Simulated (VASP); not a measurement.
Set up this calculation in VASP 6.6.1, as the native input.

```
Task                   : single point
Functional             : r2SCAN
Potentials or basis    : VASP PAW PBE potentials, release 64 (Li_sv, Mg)
Cutoff                 : 520 eV
k mesh                 : 7 × 7 × 7
Occupations            : fermi-dirac, width 0.15 eV
Spin                   : no spin polarisation
Dipole correction      : no
Further INCAR settings : ALGO = Normal; EDIFF = 1e-06; NBANDS = 10
```

LiMg:

```
CELL_PARAMETERS angstrom
3.38662 0.00000 0.00000
0.00000 3.38662 0.00000
0.00000 0.00000 3.38662
ATOMIC_POSITIONS crystal
Li 0.00000 0.00000 0.00000
Mg 0.50000 0.50000 0.50000
```

These files were run (other wordings do the same):

POSCAR

```
LiMg
1.0
    3.3866244246      0.0000000000      0.0000000000
    0.0000000000      3.3866244246      0.0000000000
    0.0000000000      0.0000000000      3.3866244246
Li Mg
1 1
Direct
    0.0000000000      0.0000000000      0.0000000000
    0.5000000000      0.5000000000      0.5000000000
```

INCAR.step1

```
  PREC = Accurate
  ENCUT = 520
  ISMEAR = -1
  SIGMA = 0.15
  LREAL = False
  LASPH = True
  NELM = 80
  NBANDS = 10
  GGA = PE
  ALGO = Normal
  EDIFF = 1E-4
  LWAVE = True
  LCHARG = False
```

INCAR.step2

```
  PREC = Accurate
  ENCUT = 520
  EDIFF = 1E-6
  ISMEAR = -1
  SIGMA = 0.15
  LREAL = False
  LASPH = True
  NELM = 80
  ALGO = Normal
  ISIF = 2
  LWAVE = False
  LCHARG = True
  METAGGA = R2SCAN
  LMIXTAU = True
  LELF = True
  LVHAR = True
  NBANDS = 10
  ISTART = 1
```

KPOINTS

```
regular mesh
0
Gamma
  7 7 7
```

Potentials or basis: VASP PAW PBE potentials, release 64 (Li_sv, Mg).

Launch:

```sh
$ cat potpaw_PBE.64/Li_sv/POTCAR potpaw_PBE.64/Mg/POTCAR > POTCAR
$ cp INCAR.step1 INCAR
$ mpirun -np 1 vasp_std > vasp.out
$ cp INCAR.step2 INCAR
$ mpirun -np 1 vasp_std > vasp.out
```

Wall time 42 s on 1 thread of Intel(R) Xeon(R) Platinum 8259CL CPU @ 2.50GHz (Skylake/Cascade Lake), on a shared host, peak memory 0.16 GiB.
